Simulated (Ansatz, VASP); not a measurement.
# One calculation of WC, two programs

File INCAR:

```
ALGO = Normal
EDIFF = 1E-7
ENCUT = 520
GGA = PS
ISIF = 2
ISMEAR = 0
LASPH = True
LCHARG = False
LREAL = False
LWAVE = False
NBANDS = 16
NELM = 80
PREC = Accurate
SIGMA = 0.15
```

The input KPOINTS:

```
k-points
0
Gamma
  18 18 18
```

POSCAR

```
WC
1.0
    0.0000000000      2.2803913600      2.0172692800
    2.2803913600      0.0000000000      2.0172692800
    2.2803913600      2.2803913600      0.0000000000
W C
1 1
Direct
    0.0000000000      0.0000000000      0.0000000000
    0.5000000000      0.5000000000      0.5000000000
```

Input for Ansatz:

```yaml
crystal:
  lattice:
    - [0.0, 2.28039136, 2.01726928]
    - [2.28039136, 0.0, 2.01726928]
    - [2.28039136, 2.28039136, 0.0]
  atoms:
    - { symbol: W, position: [0.0, 0.0, 0.0] }
    - { symbol: C, position: [0.5, 0.5, 0.5] }
basis:
  ecutwfc: 420
kpoints:
  mp_grid: { grid: [18, 18, 18] }
hamiltonian:
  xc: pbesol
scf:
  occupations: { method: gaussian, width: 0.15 }
output:
  forces: true
  stress: true
  eigenvalues: true
  write_density: true
  write_potential: true
  elf: true
  volumetric_format: npy
```

Change from the starting cell: strain +0.040 along x and y, -0.080 along z, atoms carried along.

Alike in both runs: task single point; functional PBEsol; k mesh 18 × 18 × 18; occupations gaussian, width 0.15 eV; no spin polarisation.

|  | VASP | Ansatz |
| --- | --- | --- |
| version | VASP 6.6.1 | Ansatz 0.2.0 |
| potentials or method | VASP PAW PBE potentials, release 64 (W_sv, C), cutoff 520 eV | scalar-relativistic, plane waves, PAW |
| valence electrons in the cell | 18 | 18 |

|  | VASP | Ansatz | Ansatz less VASP |
| --- | --- | --- | --- |
| gap on the k mesh at the Fermi level (eV) | none | none | - |
| pressure (GPa) | 5.1 | 4.0 | -1.09 |
| traceless stress, the component that is largest in VASP (GPa) | 58.64 | 58.27 | -0.370 |

VASP's potentials were made for PBE, not for PBEsol. A gap of «none» marks a metal or a gap that the smearing closes.

Spin-orbit coupling is off throughout.
